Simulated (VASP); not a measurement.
Write the native input for VASP 6.6.1 that does the following.

* Task: single point
* Functional: PBE
* Potentials or basis: VASP PAW PBE potentials, release 64 (Ni_sv_GW, Si)
* Cutoff: 690 eV
* k mesh: 11 × 11 × 6
* Occupations: fermi-dirac, width 0.1 eV
* Spin: no spin polarisation
* Dipole correction: no
* Further INCAR settings: ALGO = Normal; EDIFF = 1e-06; NBANDS = 30

The structure of SiNi (NiAs type) lies in POSCAR:

```
SiNi
1.0
    2.9717770294      0.0000000000      0.0000000000
   -1.4858885147      2.5736344018      0.0000000000
    0.0000000000      0.0000000000      4.3075948854
Ni Si
2 2
Direct
    0.0000000000      0.0000000000      0.0000000000
    0.0000000000      0.0000000000      0.5000000000
    0.3333333333      0.6666666667      0.2500000000
    0.6666666667      0.3333333333      0.7500000000
```

One way to write it, as run:

INCAR

```
SYSTEM = SiNi
PREC     = Accurate       ! precision mode
ENCUT    = 690            ! plane-wave cutoff, eV
EDIFF    = 1E-6           ! SCF threshold, eV
ISMEAR   = -1             ! smearing method
SIGMA    = 0.1            ! smearing width, eV
LREAL    = .False.        ! projectors in reciprocal space
LASPH    = .True.         ! aspherical terms in the spheres
NELM     = 120            ! most SCF steps
ALGO     = Normal         ! electronic algorithm
ISIF     = 2              ! what is computed and relaxed
LWAVE    = .False.        ! write WAVECAR
LCHARG   = .False.        ! write CHGCAR
GGA      = PE             ! functional
NBANDS   = 30             ! bands
GGA_COMPAT= .False.
```

KPOINTS

```
regular mesh
0
Gamma
  11 11 6
  0 0 0
```

Potentials or basis: VASP PAW PBE potentials, release 64 (Ni_sv_GW, Si).

Launch:

```sh
$ cat potpaw_PBE.64/Ni_sv_GW/POTCAR potpaw_PBE.64/Si/POTCAR > POTCAR
$ mpirun -np 1 vasp_std > vasp.out
```

It gave:

- Pressure: 194.8 GPa
- Band gap on the k mesh: zero (bands 22 and 23 overlap by 7.55 eV)

Caveat: the cell stands under pressure.

It took 87 s on 1 thread of AMD EPYC 9R45 96-Core Processor (Zen 5), on a shared host, peak memory 0.22 GiB.
